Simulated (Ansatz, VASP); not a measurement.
One calculation of SnSe2, two programs

```
Sn Se
1.0
     3.81100    0.00000    0.00000
    -1.90550    3.30042    0.00000
     0.00000    0.00000    6.13600
Sn Se
1 2
Cartesian
  0.0000 0.0000 -0.0100
  1.9055 1.1001 4.6081
  0.0000 2.2003 1.5279
```

Alike in both runs: task single point; functional PBE; k mesh 10 × 10 × 6; occupations gaussian, width 0.05 eV; no spin polarisation.

|  | VASP | Ansatz |
| --- | --- | --- |
| version | VASP 6.6.1 | Ansatz 0.2.0 |
| potentials or method | VASP PAW PBE potentials, release 64 (Sn_d, Se), cutoff 520 eV | scalar-relativistic, plane waves, PAW |
| valence electrons in the cell | 26 | 46 |

Ansatz gave:

- rms of the force components (eV/Å): 0.377

Question: What did VASP give for the same quantities?

Answer: rms of the force components (eV/Å): 0.386.

Atom by atom the forces differ by 0.009 eV/Å (rms over components). With one functional, cell and mesh, what is left measures potentials, basis and numerics. VASP's potentials hold 26 valence electrons a cell and Ansatz's 46, so a difference there can come from the potentials and not from the codes.
